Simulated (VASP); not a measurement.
# BN (P6_3/mmc) in VASP: further runs

BN is run at these levels: PBEsol, LDA; tasks: single point.

Program: VASP 6.6.1. These are calculated values, not measurements. Logs are shortened: lines on timing, memory, paths and dates and some standing lists are left out, and cuts for length are marked.

### 1 The cell of the first run

The structure is hexagonal, space group P6_3/mmc (No. 194). Conventional cell: a = 2.504 Å, b = 2.504 Å, c = 7.016 Å, α = 90.00°, β = 90.00°, γ = 120.00°. Within 1.9 Å of B (site symmetry -6m2) lie 3 N at 1.45 Å. N (site symmetry -6m2) has 3 B at 1.45 Å within 1.9 Å.

### 2 Single point, PBEsol

File INCAR:

```
ALGO = Normal
EDIFF = 1E-6
ENCUT = 520
GGA = PS
ISIF = 2
ISMEAR = 0
LASPH = True
LCHARG = False
LREAL = False
LWAVE = False
NBANDS = 16
NELM = 100
PREC = Accurate
SIGMA = 0.01
```

File KPOINTS:

```
k-points
0
Gamma
  10 10 4
```

File POSCAR:

```
BN
1.0
    2.5043517174      0.0000000000      0.0000000000
   -1.2521758587      2.1688322073      0.0000000000
    0.0000000000      0.0000000000      7.0161531266
B N
2 2
Direct
    0.3333333333      0.6666666667      0.2500000000
    0.6666666667      0.3333333333      0.7500000000
    0.3333333333      0.6666666667      0.7500000000
    0.6666666667      0.3333333333      0.2500000000
```

Potentials or basis: VASP PAW PBE potentials, release 64 (B, N).

Run with:

```console
> cat potpaw_PBE.64/B/POTCAR potpaw_PBE.64/N/POTCAR > POTCAR
> mpirun -np 1 vasp_std > vasp.out
```

OUTCAR:

```text
EDIFF = 1E-6
   ENCUT = 520
   GGA = PS
   ISIF = 2
   ISMEAR = 0
   LASPH = True
   LREAL = False
   NELM = 100
   PREC = Accurate

 ion  position               nearest neighbor table
   1  0.333  0.667  0.250-   4 1.45   4 1.45   4 1.45
   2  0.667  0.333  0.750-   3 1.45   3 1.45   3 1.45
   3  0.333  0.667  0.750-   2 1.45   2 1.45   2 1.45
   4  0.667  0.333  0.250-   1 1.45   1 1.45   1 1.45

  LATTYP: Found a hexagonal cell.
 ALAT       =     2.5043517174
 C/A-ratio  =     2.8015845689

  Lattice vectors:

 A1 = (   2.5043517174,   0.0000000000,   0.0000000000)
 A2 = (  -1.2521758587,   2.1688322073,   0.0000000000)
 A3 = (   0.0000000000,   0.0000000000,   7.0161531266)

Analysis of symmetry for initial positions (statically):
=====================================================================
 Subroutine PRICEL returns:
 Original cell was already a primitive cell.

 Routine SETGRP: Setting up the symmetry group for a
 hexagonal supercell.

 Subroutine GETGRP returns: Found 24 space group operations
 (whereof 12 operations were pure point group operations)
 out of a pool of 24 trial point group operations.

The static configuration has the point symmetry D_3d.
 The point group associated with its full space group is D_6h.

Analysis of symmetry for dynamics (positions and initial velocities):
=====================================================================
 Subroutine PRICEL returns:
 Original cell was already a primitive cell.

 Routine SETGRP: Setting up the symmetry group for a
 hexagonal supercell.

 Subroutine GETGRP returns: Found 24 space group operations
 (whereof 12 operations were pure point group operations)
 out of a pool of 24 trial point group operations.

The dynamic configuration has the point symmetry D_3d.
 The point group associated with its full space group is D_6h.

 Subroutine INISYM returns: Found 24 space group operations
 (whereof 12 operations are pure point group operations),
 and found     1 'primitive' translations

----------------------------------------------------------------------------------------

                                     Primitive cell

[... 91 lines left out ...]
   LASPH  =      T    aspherical Exc in radial PAW
   ENCUT  =  520.0 eV  38.22 Ry    6.18 a.u.   4.66  4.66 13.05*2*pi/ulx,y,z
   NELM   =    100;   NELMIN=  2; NELMDL= -5     # of ELM steps
   EDIFF  = 0.1E-05   stopping-criterion for ELM
   LREAL  =      F    real-space projection
   EDIFFG = 0.1E-04   stopping-criterion for IOM
   NSW    =      0    number of steps for IOM
   IBRION =     -1    ionic relax: 0-MD 1-quasi-New 2-CG
   NFREE  =      0    steps in history (QN), initial steepest desc. (CG)
   ISIF   =      2    stress and relaxation
   ISYM   =      2    0-nonsym 1-usesym 2-fastsym
   POTIM  = 0.5000    time-step for ionic-motion
   TEBEG  =    0.0;   TEEND  =   0.0 temperature during run
   PSTRESS=    0.0 pullay stress
   NELECT =      16.0000    total number of electrons
   NUPDOWN=      -1.0000    fix difference up-down
   EMIN   =  10.00;   EMAX   =-10.00  energy-range for DOS
   EFERMI =   0.00;   METHOD = LEGACY
   ISMEAR =     0;   SIGMA  =   0.01  broadening in eV -4-tet -1-fermi 0-gaus
   EFERMI_NEDOS =   21; number of points for ismear=-14 and -15
   IALGO  =     38    algorithm
   IMIX   =      4    mixing-type and parameters
     AMIX     =   0.40;   BMIX     =  1.00
     AMIX_MAG =   1.60;   BMIX_MAG =  1.00
  volume/ion in A,a.u.               =       9.53        64.29
  Fermi-wavevector in a.u.,A,eV,Ry     =   1.225861  2.316542 20.445968  1.502736
  Thomas-Fermi vector in A             =   2.360884
   LORBIT       =      0    0 simple, 1 ext, 2 COOP (PROOUT), +10 PAW based schemes
   GGA     = PS    functional components
   LHFCALC =     F    Hartree Fock is set to
   AEXX    =    0.0000 exact exchange contribution
   IVDW    =     0    specifies the selected vdW correction
   LEPSILON=     F    determine dielectric tensor
   LRPA    =     F    only Hartree local field effects (RPA)
 non-spin polarized calculation
 Gauss-broadening in eV      SIGMA  =   0.01
  energy-cutoff  :      520.00
  volume of cell :       38.11
 maximum number of plane-waves:      1058
 NGX is ok and might be reduce to    20
   NGX =  9   NGY =  9   NGZ = 27

 number of electron      15.9999998 magnetization

 Free energy of the ion-electron system (eV)
  ---------------------------------------------------
  ext. energy  EPLUGINS =         0.00000000
  ---------------------------------------------------
  free energy    TOTEN  =       -36.57081452 eV

  energy without entropy =      -36.57081452  energy(sigma->0) =      -36.57081452

 E-fermi :   1.8376     XC(G=0):  -9.9295

 val. band max:        1.7611545112   @ k =   0.3000   0.3000   0.0000
 cond. band min:       6.0184117106   @ k =   0.5000   0.0000   0.0000
 fundamental gap:      4.2572571994
 Fermi energy:         1.8375569103

 k-point     1 :       0.0000    0.0000    0.0000
  band No.  band energies     occupation
      1     -15.9497      2.00000
      2     -15.7526      2.00000
      3      -4.3025      2.00000
      4      -2.6471      2.00000
      5       0.4526      2.00000
      6       0.4526      2.00000
[... 433 lines left out ...]
      3      -6.8162      2.00000
      4      -6.7817      2.00000
      5      -2.8640      2.00000
      6      -2.8340      2.00000
[... 8 lines left out ...]
     15      16.6038      0.00000
     16      18.8919      0.00000

 [... further k-points ...]

------------------------ aborting loop because EDIFF is reached ----------------------------------------

  FORCE on cell =-STRESS in cart. coord.  units (eV):
  Direction    XX          YY          ZZ          XY          YZ          ZX
  --------------------------------------------------------------------------------------
  -------------------------------------------------------------------------------------
  Total        0.1164201      0.1164201     -0.0239388      0.0000000     -0.0000000      0.0000000
  in kB        4.8946110      4.8946110     -1.0064508      0.0000000     -0.0000000      0.0000000
  external PRESSURE =       2.9275904 kB  Pullay stress =       0.0000000 kB

 VOLUME and BASIS-vectors are now :
 -----------------------------------------------------------------------------
  energy-cutoff  :      520.00
  volume of cell :       38.11
      direct lattice vectors                 reciprocal lattice vectors
     2.504351717  0.000000000  0.000000000     0.399304935  0.230538812  0.000000000
    -1.252175859  2.168832207  0.000000000     0.000000000  0.461077624  0.000000000
     0.000000000  0.000000000  7.016153127     0.000000000  0.000000000  0.142528246

 POSITION                                       TOTAL-FORCE (eV/Angst)
 -----------------------------------------------------------------------------------
     -0.00000      1.44589      1.75404        -0.000000      0.000000      0.000000
      1.25218      0.72294      5.26211        -0.000000      0.000000      0.000000
     -0.00000      1.44589      5.26211        -0.000000      0.000000      0.000000
      1.25218      0.72294      1.75404         0.000000     -0.000000      0.000000
 -----------------------------------------------------------------------------------
    total drift:                               -0.000000      0.000000      0.000000

  FREE ENERGIE OF THE ION-ELECTRON SYSTEM (eV)
  ---------------------------------------------------
  free  energy   TOTEN  =       -36.5708145227 eV

  energy  without entropy=      -36.5708145227  energy(sigma->0) =      -36.57081452
```

Wall time 12 s (1 thread of Intel Xeon 6975P-C (Granite Rapids), shared host); peak memory 0.15 GiB.

What came out:

* Free energy: -36.5708 eV
* Pressure: 0.3 GPa
* Band gap on the k mesh: 4.26 eV, indirect (least direct gap 4.70 eV)

Stress tensor (GPa, compression positive):
```
 0.49  0.00  0.00
 0.00  0.49  0.00
 0.00  0.00 -0.10
```

Levels at points of the mesh, in eV from the valence-band top:
| k point | band 6 | band 7 | band 8 | band 9 | band 10 | band 11 |
| --- | --- | --- | --- | --- | --- | --- |
| (0.00, 0.00, 0.00) | -1.31 | -1.29 | -1.29 | 4.77 | 9.52 | 11.52 |
| (0.50, 0.00, 0.00) | -4.09 | -1.31 | -0.55 | 4.26 | 5.37 | 9.41 |
| (0.00, 0.00, 0.50) | -1.30 | -1.30 | -1.30 | 6.86 | 6.86 | 11.56 |
| (0.50, 0.00, 0.50) | -4.11 | -0.92 | -0.92 | 4.66 | 4.66 | 9.81 |

Caveat: the PAW data sets were made with another functional, which shifts forces and pressure a little; this functional lacks dispersion, which binds the layers, so the pressure and a relaxed spacing across them are unreliable. A k mesh can miss the band edges.

### 3 Single point, LDA

File INCAR:

```
SYSTEM = BN
PREC = Accurate
ENCUT = 520
EDIFF = 1E-6
ISMEAR = 0
SIGMA = 0.01
LREAL = .FALSE.
LASPH = .TRUE.
NELM = 80
ALGO = Normal
ISIF = 2
LWAVE = .FALSE.
LCHARG = .TRUE.
LELF = .TRUE.
LVHAR = .TRUE.
NBANDS = 16
```

File KPOINTS:

```
regular mesh
0
G
  10 10 4
  0 0 0
```

POSCAR is that of step 2.

Potentials or basis: VASP PAW LDA potentials, release 64 (B, N).

Run with:

```console
> cat potpaw_LDA.64/B/POTCAR potpaw_LDA.64/N/POTCAR > POTCAR
> mpirun -np 1 vasp_std > vasp.out
```

Wall time 10 s (1 thread of Intel Xeon 6975P-C (Granite Rapids), shared host); peak memory 0.14 GiB.

The run converged. Its results:

```yaml
Free_energy: -38.5594 eV
Pressure: -4.3 GPa
Band_gap_on_the_k_mesh: 4.16 eV, indirect (least direct gap 4.60 eV)
```

Stress tensor (GPa, compression positive):
```
-5.78  0.00  0.00
 0.00 -5.78  0.00
 0.00  0.00 -1.46
```

Levels at points of the mesh, in eV from the valence-band top:
```csv
k point,band 5,band 6,band 7,band 8,band 9,band 10,band 11,band 12
"(0.00, 0.00, 0.00)",-1.35,-1.35,-1.33,-1.33,4.60,9.33,11.44,11.44
"(0.50, 0.00, 0.00)",-4.16,-4.12,-1.33,-0.55,4.16,5.30,9.42,9.96
"(0.00, 0.00, 0.50)",-1.34,-1.34,-1.34,-1.34,6.71,6.71,11.48,11.48
"(0.50, 0.00, 0.50)",-4.14,-4.14,-0.93,-0.93,4.57,4.57,9.85,9.85
```
